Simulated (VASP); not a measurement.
# Rb (I4/mmm) in VASP: single point with LDA

Aim: the single point of Rb with LDA.

Program: VASP 6.6.1. These are calculated values, not measurements. Logs are shortened: lines on timing, memory, paths and dates and some standing lists are left out, and cuts for length are marked.

## Step 1: The cell of the first run

Symmetry: I4/mmm, No. 139, tetragonal system. Conventional cell: a = 4.671 Å, b = 4.671 Å, c = 6.787 Å, α = 90.00°, β = 90.00°, γ = 90.00°.

## Step 2: Single point, LDA (74.04 Å³/atom)

INCAR reads:

```
SYSTEM = Rb
PREC     = Accurate       ! precision mode
ENCUT    = 520            ! plane-wave cutoff, eV
EDIFF    = 1E-6           ! SCF threshold, eV
ISMEAR   = 0              ! smearing method
SIGMA    = 0.15           ! smearing width, eV
LREAL    = .False.        ! projectors in reciprocal space
LASPH    = .True.         ! aspherical terms in the spheres
NELM     = 100            ! most SCF steps
ALGO     = Fast           ! electronic algorithm
ISIF     = 2              ! what is computed and relaxed
LWAVE    = .False.        ! write WAVECAR
LCHARG   = .False.        ! write CHGCAR
GGA      = CA             ! functional
NBANDS   = 10             ! bands
```

KPOINTS reads:

```
regular mesh
0
Gamma
  14 14 14
  0 0 0
```

POSCAR reads:

```
Rb
1.0
   -2.3355126470      2.3355126470      3.3934998760
    2.3355126470     -2.3355126470      3.3934998760
    2.3355126470      2.3355126470     -3.3934998760
Rb
1
Direct
    0.0000000000      0.0000000000      0.0000000000
```

Potentials or basis: VASP PAW LDA potentials, release 64 (Rb_sv).

Started as:

```sh
$ cat potpaw_LDA.64/Rb_sv/POTCAR > POTCAR
$ mpirun -np 1 vasp_std > vasp.out
```

OUTCAR:

```text
SYSTEM = Rb
   PREC = Accurate
   ENCUT = 520
   EDIFF = 1E-6
   ISMEAR = 0
   LREAL = .False.
   LASPH = .True.
   NELM = 100
   ISIF = 2
   GGA = CA

 ion  position               nearest neighbor table
   1  0.000  0.000  0.000-

  LATTYP: Found a body centered tetragonal cell.
 ALAT       =     4.6710252940
 C/A-ratio  =     1.4530000000

  Lattice vectors:

 A1 = (  -2.3355126470,   2.3355126470,   3.3934998760)
 A2 = (   2.3355126470,  -2.3355126470,   3.3934998760)
 A3 = (   2.3355126470,   2.3355126470,  -3.3934998760)

Analysis of symmetry for initial positions (statically):
=====================================================================
 Subroutine PRICEL returns:
 Original cell was already a primitive cell.

 Routine SETGRP: Setting up the symmetry group for a
 body centered tetragonal supercell.

 Subroutine GETGRP returns: Found 16 space group operations
 (whereof 16 operations were pure point group operations)
 out of a pool of 16 trial point group operations.

The static configuration has the point symmetry D_4h.

Analysis of symmetry for dynamics (positions and initial velocities):
=====================================================================
 Subroutine PRICEL returns:
 Original cell was already a primitive cell.

 Routine SETGRP: Setting up the symmetry group for a
 body centered tetragonal supercell.

 Subroutine GETGRP returns: Found 16 space group operations
 (whereof 16 operations were pure point group operations)
 out of a pool of 16 trial point group operations.

The dynamic configuration has the point symmetry D_4h.

 Subroutine INISYM returns: Found 16 space group operations
 (whereof 16 operations are pure point group operations),
 and found     1 'primitive' translations

----------------------------------------------------------------------------------------

                                     Primitive cell

  volume of cell :      74.0410

  direct lattice vectors                    reciprocal lattice vectors
    -2.335512647  2.335512647  3.393499876     0.000000000  0.214085760  0.147340509
     2.335512647 -2.335512647  3.393499876     0.214085760  0.000000000  0.147340509
     2.335512647  2.335512647 -3.393499876     0.214085760  0.214085760  0.000000000

  length of vectors
     4.735512650  4.735512650  4.735512650     0.259888319  0.259888319  0.302762985

  position of ions in fractional coordinates (direct lattice)
     0.000000000  0.000000000  0.000000000

  ion indices of the primitive-cell ions
   primitive index   ion index
                 1           1

----------------------------------------------------------------------------------------

 KPOINTS: regular mesh

Automatic generation of k-mesh.
 Grid dimensions read from file:
 generate k-points for:   14   14   14

 Generating k-lattice:

  Cartesian coordinates                     Fractional coordinates (reciprocal lattice)
     0.000000000  0.015291840  0.010524322     0.071428571  0.000000000  0.000000000
     0.015291840  0.000000000  0.010524322     0.000000000  0.071428571  0.000000000
     0.015291840  0.015291840  0.000000000     0.000000000  0.000000000  0.071428571

  Length of vectors
     0.018563451  0.018563451  0.021625928

  Shift w.r.t. Gamma in fractional coordinates (k-lattice)
     0.000000000  0.000000000  0.000000000

 Subroutine IBZKPT returns following result:
 ===========================================

 Found    244 irreducible k-points:

 Following reciprocal coordinates:
            Coordinates               Weight
  0.000000  0.000000  0.000000      1.000000
  0.071429 -0.000000  0.000000      8.000000
  0.142857 -0.000000  0.000000      8.000000
  0.214286 -0.000000  0.000000      8.000000
  0.285714 -0.000000  0.000000      8.000000
  0.357143 -0.000000  0.000000      8.000000
[... 16 lines left out ...]
  0.214286  0.142857  0.000000     16.000000
  0.285714  0.142857  0.000000     16.000000
 [... further k-points ...]
   k-points           NKPTS =    244   k-points in BZ     NKDIM =    244   number of bands    NBANDS=     10
   number of dos      NEDOS =    301   number of ions     NIONS =      1
   total plane-waves  NPLWV =  46656
   dimension x,y,z NGX =    36 NGY =   36 NGZ =   36
   dimension x,y,z NGXF=    72 NGYF=   72 NGZF=   72
   ions per type =               1
   NGX,Y,Z   is equivalent  to a cutoff of  12.64, 12.64, 12.64 a.u.
   NGXF,Y,Z  is equivalent  to a cutoff of  25.28, 25.28, 25.28 a.u.
 SYSTEM =  Rb
   PREC   = accura    normal or accurate (medium, high low for compatibility)
   ISTART =      0    job   : 0-new  1-cont  2-samecut
   ICHARG =      2    charge: 1-file 2-atom 10-const
   ISPIN  =      1    spin polarized calculation?
   LNONCOLLINEAR =      F non collinear calculations
   LSORBIT =      F    spin-orbit coupling
   LASPH  =      T    aspherical Exc in radial PAW
   ENCUT  =  520.0 eV  38.22 Ry    6.18 a.u.   8.80  8.80  8.80*2*pi/ulx,y,z
   NELM   =    100;   NELMIN=  2; NELMDL= -5     # of ELM steps
   EDIFF  = 0.1E-05   stopping-criterion for ELM
   LREAL  =      F    real-space projection
   EDIFFG = 0.1E-04   stopping-criterion for IOM
   NSW    =      0    number of steps for IOM
   IBRION =     -1    ionic relax: 0-MD 1-quasi-New 2-CG
   NFREE  =      0    steps in history (QN), initial steepest desc. (CG)
   ISIF   =      2    stress and relaxation
   ISYM   =      2    0-nonsym 1-usesym 2-fastsym
   POTIM  = 0.5000    time-step for ionic-motion
   TEBEG  =    0.0;   TEEND  =   0.0 temperature during run
   PSTRESS=    0.0 pullay stress
   NELECT =       9.0000    total number of electrons
   NUPDOWN=      -1.0000    fix difference up-down
   EMIN   =  10.00;   EMAX   =-10.00  energy-range for DOS
   EFERMI =   0.00;   METHOD = LEGACY
   ISMEAR =     0;   SIGMA  =   0.15  broadening in eV -4-tet -1-fermi 0-gaus
   EFERMI_NEDOS =   21; number of points for ismear=-14 and -15
   IALGO  =     68    algorithm
   IMIX   =      4    mixing-type and parameters
     AMIX     =   0.40;   BMIX     =  1.00
     AMIX_MAG =   1.60;   BMIX_MAG =  1.00
  volume/ion in A,a.u.               =      74.04       499.65
  Fermi-wavevector in a.u.,A,eV,Ry     =   0.810958  1.532488  8.947906  0.657653
  Thomas-Fermi vector in A             =   1.920229
   LORBIT       =      0    0 simple, 1 ext, 2 COOP (PROOUT), +10 PAW based schemes
   GGA     = CA    functional components
   LHFCALC =     F    Hartree Fock is set to
   AEXX    =    0.0000 exact exchange contribution
   IVDW    =     0    specifies the selected vdW correction
   LEPSILON=     F    determine dielectric tensor
   LRPA    =     F    only Hartree local field effects (RPA)
 non-spin polarized calculation
 RMM-DIIS sequential band-by-band and
 Gauss-broadening in eV      SIGMA  =   0.15
  energy-cutoff  :      520.00
  volume of cell :       74.04
 maximum number of plane-waves:      2036
   NGX = 17   NGY = 17   NGZ = 17

 number of electron       9.0000000 magnetization

 Free energy of the ion-electron system (eV)
  ---------------------------------------------------
  ext. energy  EPLUGINS =         0.00000000
  ---------------------------------------------------
  free energy    TOTEN  =        -1.06411443 eV

  energy without entropy =       -1.05482957  energy(sigma->0) =       -1.05947200

 E-fermi :   0.2811     XC(G=0):  -6.2291

 val. band max:        0.2808081365   @ k =  -0.2857  -0.4286   0.2143
 cond. band min:       0.2857272729   @ k =   0.5000   0.2143   0.1429
 fundamental gap:      0.0049191364
 Fermi energy:         0.2810909182

 k-point     1 :       0.0000    0.0000    0.0000
  band No.  band energies     occupation
      1     -28.4130      2.00000
      2     -12.4848      2.00000
      3     -12.4831      2.00000
      4     -12.4831      2.00000
      5      -1.9878      2.00000
      6       3.8870      0.00000
      7       4.0021      0.00000
      8       4.0021      0.00000
      9       5.3680      0.00000
     10       5.6130      0.00000

 k-point     2 :       0.0714   -0.0000    0.0000
  band No.  band energies     occupation
      1     -28.4124      2.00000
      2     -12.4938      2.00000
      3     -12.4857      2.00000
      4     -12.4842      2.00000
      5      -1.9177      2.00000
      6       3.7805      0.00000
      7       3.9685      0.00000
      8       4.0368      0.00000
      9       5.2953      0.00000
     10       5.5255      0.00000

 k-point     3 :       0.1429   -0.0000    0.0000
  band No.  band energies     occupation
      1     -28.4110      2.00000
      2     -12.5220      2.00000
      3     -12.4898      2.00000
      4     -12.4873      2.00000
      5      -1.7120      2.00000
      6       3.3908      0.00000
      7       4.0204      0.00000
      8       4.1159      0.00000
      9       5.1703      0.00000
     10       5.3581      0.00000

 k-point     4 :       0.2143   -0.0000    0.0000
  band No.  band energies     occupation
      1     -28.4088      2.00000
      2     -12.5623      2.00000
      3     -12.4958      2.00000
      4     -12.4918      2.00000
      5      -1.3844      2.00000
      6       2.9110      0.00000
      7       4.0226      0.00000
      8       4.1549      0.00000
      9       5.1840      0.00000
     10       5.3048      0.00000

 k-point     5 :       0.2857   -0.0000    0.0000
  band No.  band energies     occupation
      1     -28.4065      2.00000
      2     -12.6061      2.00000
      3     -12.5024      2.00000
      4     -12.4967      2.00000
      5      -0.9577      2.00000
      6       2.4139      0.00000
      7       3.9204      0.00000
      8       4.0814      0.00000
      9       5.4385      0.00000
     10       5.4975      0.00000

 k-point     6 :       0.3571   -0.0000    0.0000
  band No.  band energies     occupation
      1     -28.4044      2.00000
      2     -12.6449      2.00000
      3     -12.5083      2.00000
      4     -12.5012      2.00000
      5      -0.4657      2.00000
      6       1.9179      0.00000
      7       3.7868      0.00000
      8       3.9567      0.00000
      9       5.8675      0.00000
     10       5.8884      0.00000
[... 183 lines left out ...]
 k-point    21 :      -0.0714    0.0714    0.0000
  band No.  band energies     occupation
      1     -28.4122      2.00000
      2     -12.4931      2.00000
      3     -12.4881      2.00000
      4     -12.4870      2.00000
      5      -1.8927      2.00000
      6       3.7970      0.00000
      7       3.9226      0.00000
      8       4.0268      0.00000
      9       5.2602      0.00000
     10       5.5040      0.00000

 k-point    22 :       0.1429    0.1429    0.0000
  band No.  band energies     occupation
      1     -28.4082      2.00000
      2     -12.5612      2.00000
      3     -12.5118      2.00000
      4     -12.4924      2.00000
      5      -1.2806      2.00000
      6       2.9377      0.00000
      7       3.7190      0.00000
      8       4.3663      0.00000
      9       4.6139      0.00000
     10       5.6610      0.00000

 k-point    23 :       0.2143    0.1429    0.0000
  band No.  band energies     occupation
      1     -28.4061      2.00000
      2     -12.5930      2.00000
      3     -12.5242      2.00000
      4     -12.4980      2.00000
      5      -0.8943      2.00000
      6       2.5950      0.00000
      7       3.4389      0.00000
      8       4.2913      0.00000
      9       4.7534      0.00000
     10       5.9839      0.00000

 k-point    24 :       0.2857    0.1429    0.0000
  band No.  band energies     occupation
      1     -28.4040      2.00000
      2     -12.6260      2.00000
      3     -12.5324      2.00000
      4     -12.5049      2.00000
      5      -0.4267      2.00000
      6       2.1635      0.00000
      7       3.2637      0.00000
      8       4.0880      0.00000
      9       5.1863      0.00000
     10       6.4747      0.00000

 [... further k-points ...]

------------------------ aborting loop because EDIFF is reached ----------------------------------------

  FORCE on cell =-STRESS in cart. coord.  units (eV):
  Direction    XX          YY          ZZ          XY          YZ          ZX
  --------------------------------------------------------------------------------------
  -------------------------------------------------------------------------------------
  Total        0.0954435      0.0954435      0.0815374      0.0000000      0.0000000      0.0000000
  in kB        2.0653064      2.0653064      1.7643913      0.0000000      0.0000000      0.0000000
  external PRESSURE =       1.9650014 kB  Pullay stress =       0.0000000 kB

 VOLUME and BASIS-vectors are now :
 -----------------------------------------------------------------------------
  energy-cutoff  :      520.00
  volume of cell :       74.04
      direct lattice vectors                 reciprocal lattice vectors
    -2.335512647  2.335512647  3.393499876     0.000000000  0.214085760  0.147340509
     2.335512647 -2.335512647  3.393499876     0.214085760  0.000000000  0.147340509
     2.335512647  2.335512647 -3.393499876     0.214085760  0.214085760  0.000000000

 POSITION                                       TOTAL-FORCE (eV/Angst)
 -----------------------------------------------------------------------------------
      0.00000      0.00000      0.00000         0.000000     -0.000000     -0.000000
 -----------------------------------------------------------------------------------
    total drift:                               -0.000000      0.000000      0.000000

  FREE ENERGIE OF THE ION-ELECTRON SYSTEM (eV)
  ---------------------------------------------------
  free  energy   TOTEN  =        -1.0641144290 eV

  energy  without entropy=       -1.0548295654  energy(sigma->0) =       -1.05947200
```

Wall time 71 s (1 thread of Intel Xeon Platinum 8488C (Sapphire Rapids), shared host); peak memory 0.29 GiB.

Results:

* Free energy: -1.0641 eV
* Pressure: 0.2 GPa
* Band gap on the k mesh: zero (an odd number of electrons rules out a gap without spin polarisation)

Levels at points of the mesh, in eV from the Fermi level:
| k point | band 2 | band 3 | band 4 | band 5 | band 6 | band 7 | band 8 | band 9 |
| --- | --- | --- | --- | --- | --- | --- | --- | --- |
| (0.00, 0.00, 0.00) | -12.77 | -12.76 | -12.76 | -2.27 | 3.61 | 3.72 | 3.72 | 5.09 |
| (0.50, 0.00, 0.00) | -12.96 | -12.79 | -12.79 | 0.04 | 0.88 | 3.37 | 3.54 | 6.26 |
| (0.50, 0.50, 0.00) | -12.95 | -12.84 | -12.83 | 0.53 | 1.67 | 1.82 | 5.10 | 5.18 |
| (0.50, 0.50, 0.50) | -12.95 | -12.83 | -12.83 | 0.45 | 1.63 | 1.75 | 5.32 | 5.32 |
